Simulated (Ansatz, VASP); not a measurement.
# Ge in VASP and in Ansatz

```xyz
4
Lattice="4.0578 0.0000 0.0000 -2.0289 3.5142 0.0000 0.0000 0.0000 6.6950" Properties=species:S:1:pos:R:3 pbc="T T T"
Ge    2.0289    1.1714    0.4208
Ge    0.0000    2.3428    3.7683
Ge    2.0289    1.1714    2.9267
Ge    0.0000    2.3428    6.2742
```

Alike in both runs: functional PBE; k mesh 15 × 15 × 8; occupations gaussian, width 0.1 eV; no spin polarisation.

Ansatz relaxed the structure, and its values are those at the end. VASP's run is a single point on that final structure, the one shown.

|  | VASP | Ansatz |
| --- | --- | --- |
| version | VASP 6.6.1 | Ansatz 0.2.0 |
| potentials or method | VASP PAW PBE potentials, release 64 (Ge_d), cutoff 520 eV | scalar-relativistic, plane waves, PAW |
| valence electrons in the cell | 56 | 56 |

VASP gave:

* gap on the k mesh at the Fermi level (eV): none
* pressure (GPa): -0.1
* rms of the force components (eV/Å): 0.004

What did Ansatz give for the same quantities?

gap on the k mesh at the Fermi level (eV): none; pressure (GPa): 0.0; rms of the force components (eV/Å): 0.004.

A gap of «none» marks a metal or a gap that the smearing closes. With one functional, cell and mesh, what is left measures potentials, basis and numerics.
